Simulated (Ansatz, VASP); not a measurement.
## One calculation of W, two programs

```
CELL_PARAMETERS angstrom
5.03204 0.00000 0.00000
0.00000 5.03204 0.00000
0.00000 0.00000 5.03204
ATOMIC_POSITIONS crystal
W 0.00447 0.00000 0.00000
W 0.50447 0.50000 0.50000
W 0.00820 0.50000 0.25000
W 0.00820 0.50000 0.75000
W 0.22913 0.00000 0.50000
W 0.72913 0.00000 0.50000
W 0.50820 0.75000 0.00000
W 0.50820 0.25000 0.00000
```

Change from the starting cell: mode 4 (100.5 1/cm) frozen in, largest displacement +0.105 Å.

Alike in both runs: task single point; functional PBEsol; k mesh 8 × 8 × 8; occupations gaussian, width 0.15 eV; no spin polarisation.

```csv
,VASP,Ansatz
version,VASP 6.6.1,Ansatz 0.2.0
potentials or method,"VASP PAW PBE potentials, release 64 (W_sv), cutoff 520 eV","scalar-relativistic, plane waves, PAW"
valence electrons in the cell,112,112
```

Ansatz gave:

```
gap on the k mesh at the Fermi level (eV)                     : none
pressure (GPa)                                                : 0.4
traceless stress, the component that is largest in VASP (GPa) : 0.12
rms of the force components (eV/Å)                            : 0.247
```

Q: Estimate VASP's values.

A: gap on the k mesh at the Fermi level (eV): none; pressure (GPa): 1.1; traceless stress, the component that is largest in VASP (GPa): 0.12; rms of the force components (eV/Å): 0.248.

VASP's potentials were made for PBE, not for PBEsol. Atom by atom the forces differ by 0.001 eV/Å (rms over components). A gap of «none» marks a metal or a gap that the smearing closes.

Spin-orbit coupling is off throughout.
